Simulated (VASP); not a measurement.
A run of VASP 6.6.1:

File INCAR:

```
SYSTEM = Be2SbCl
PREC = Accurate ; ENCUT = 600
EDIFF = 1E-6 ; ISMEAR = 0
SIGMA = 0.1 ; LREAL = .False.
LASPH = .True. ; NELM = 100
ALGO = Normal ; ISIF = 3
LWAVE = .False. ; LCHARG = .False.
GGA = PE ; IBRION = 2
NSW = 100 ; EDIFFG = -0.01
```

The input KPOINTS:

```
Automatic mesh
0
Gamma
  12 12 8
  0 0 0
```

POSCAR

```
Be2SbCl
1.0
    4.3109511704      0.0000000000      0.0000000000
   -2.1554755852      3.7333932280      0.0000000000
    0.0000000000      0.0000000000      5.6793273404
Be Sb Cl
2 1 1
Direct
    0.3333333333      0.6666666667      0.0000000000
    0.6666666667      0.3333333333      0.0000000000
    0.0000000000      0.0000000000      0.0000000000
    0.0000000000      0.0000000000      0.5000000000
```

Potentials or basis: VASP PAW PBE potentials, release 64 (Be, Sb, Cl).

The run is started by

```sh
$ cat potpaw_PBE.64/Be/POTCAR potpaw_PBE.64/Sb/POTCAR potpaw_PBE.64/Cl/POTCAR > POTCAR
$ mpirun -np 1 vasp_std > vasp.out
```

Hardware: 1 thread of Intel(R) Xeon(R) Platinum 8375C CPU @ 2.90GHz (Ice Lake) (shared host).

Question: How long does it take, and how much memory?

Answer: Run time: 5.3 min on 1 thread of Intel(R) Xeon(R) Platinum 8375C CPU @ 2.90GHz (Ice Lake), with other jobs on the host, peak memory 0.37 GiB. Counts: scf iterations 39, k points 95, ion steps 6.
